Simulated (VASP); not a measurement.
Write the native input for VASP 6.6.1 that does the following.

* Task: single point
* Functional: PBE
* Potentials or basis: VASP PAW PBE potentials, release 64 (Te, O)
* Cutoff: 600 eV
* k mesh: 3 × 3 × 3
* Occupations: gaussian, width 0.2 eV
* Spin: no spin polarisation
* Dipole correction: no
* Further INCAR settings: ALGO = Normal; EDIFF = 1e-06; NBANDS = 41

The structure of TeO4 lies in POSCAR:

```
TeO4
1.0
    4.4055746425      0.0000000000      0.0000000000
    0.0000000000      4.4055746425      0.0000000000
    0.0000000000      0.0000000000      5.6557844227
Te O
2 8
Direct
    0.0000000000      0.0000000000      0.0000000000
    0.5000000000      0.5000000000      0.5000000000
    0.5000000000      0.8331930706      0.1496275080
    0.5000000000      0.1668069294      0.1496275080
    0.6668069294      0.0000000000      0.6496275080
    0.3331930706      0.0000000000      0.6496275080
    0.0000000000      0.3331930706      0.3503724920
    0.0000000000      0.6668069294      0.3503724920
    0.8331930706      0.5000000000      0.8503724920
    0.1668069294      0.5000000000      0.8503724920
```

The cell was generated, and may not be a known phase.

One way to write it, as run:

INCAR

```
SYSTEM = TeO4
  ALGO = Normal
  EDIFF = 1E-6
  ENCUT = 600
  GGA = PE
  GGA_COMPAT = .FALSE.
  ISIF = 2
  ISMEAR = 0
  LASPH = .TRUE.
  LCHARG = .FALSE.
  LREAL = .FALSE.
  LWAVE = .FALSE.
  NBANDS = 41
  NELM = 120
  PREC = Accurate
  SIGMA = 0.2
```

KPOINTS

```
k-points
0
G
  3 3 3
  0 0 0
```

Potentials or basis: VASP PAW PBE potentials, release 64 (Te, O).

Run with:

```sh
$ cat potpaw_PBE.64/Te/POTCAR potpaw_PBE.64/O/POTCAR > POTCAR
$ mpirun -np 1 vasp_std > vasp.out
```

Results of the run:

* Pressure: -0.3 GPa
* Largest force: 0.206 eV/Å
* Band gap on the k mesh: 0.59 eV (least direct gap 0.86 eV)

Caveat: the k points lie up to 0.48 Å⁻¹ apart; spin-orbit coupling is left out, which moves the levels of the heavy elements.

Run time: 50 s on 1 thread of Intel Xeon 8259CL, on a shared host, peak memory 0.24 GiB.
